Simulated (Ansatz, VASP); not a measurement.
# One calculation of Si3F, two programs

```
Si F
1.0
    -2.54192    2.54192    2.54192
     2.54192   -2.54192    2.54192
     2.54192    2.54192   -2.54192
Si F
3 1
Direct
  0.00000 0.50000 0.50000
  0.50000 0.00000 0.50000
  0.50000 0.50000 0.00000
  0.00000 0.00000 0.00000
```

Alike in both runs: task single point; functional PBE; k mesh 6 × 6 × 6; occupations gaussian, width 0.1 eV; no spin polarisation.

```csv
,VASP,Ansatz
version,VASP 6.6.1,Ansatz 0.2.0
potentials or method,"VASP PAW PBE potentials, release 64 (Si, F), cutoff 520 eV","scalar-relativistic, plane waves, PAW"
valence electrons in the cell,19,19
```

Ansatz gave:

* gap on the k mesh at the Fermi level (eV): none
* pressure (GPa): -6.8

Estimate VASP's values.

gap on the k mesh at the Fermi level (eV): none; pressure (GPa): -7.0.

A gap of «none» marks a metal or a gap that the smearing closes.
